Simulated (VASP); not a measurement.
Runs of VASP 6.6.1 on Ru. The structure is that of space group P6_3/mmc (No. 194), or close to it. The cells are those of the table. 

```csv
cell,further INCAR settings,gap on the mesh (eV),pressure (GPa)
"a = 2.665, b = 2.665, c = 4.282 Å, angles 90.0, 90.0, 120.0°, 2 atoms",ALGO = Fast; EDIFF = 1e-07; NBANDS = 21,none,3.9
"a = 2.746, b = 2.746, c = 4.218 Å, angles 90.0, 90.0, 120.0°, 2 atoms",ALGO = Fast; EDIFF = 1e-06; NBANDS = 21,none,(b)
"a = 2.746, b = 2.746, c = 4.153 Å, angles 90.0, 90.0, 120.0°, 2 atoms",ALGO = Fast; EDIFF = 1e-07; NBANDS = 21,none,(a)
"a = 2.706, b = 2.706, c = 4.153 Å, angles 90.0, 90.0, 120.0°, 2 atoms",ALGO = Fast; EDIFF = 1e-06; NBANDS = 21,none,4.9
"a = 2.746, b = 2.746, c = 4.282 Å, angles 90.0, 90.0, 120.0°, 2 atoms",ALGO = Fast; EDIFF = 1e-06; NBANDS = 21,none,-14.9
```

Alike in all rows: task single point; level PBEsol; potentials or basis VASP PAW PBE potentials, release 64 (Ru_pv); no spin polarisation; k mesh 24 × 24 × 12; cutoff (eV) 520; smearing gaussian 0.15 eV.

**Question.** Estimate the missing entries.

**Answer.** (a) -4.8; (b) -10.2.

Caveats: the PAW data sets were made with another functional, which shifts forces and pressure a little.

A k mesh can miss the band edges, and the runs leave out spin-orbit coupling on Ru.

A gap of «none» marks levels without a gap at the run's occupations.
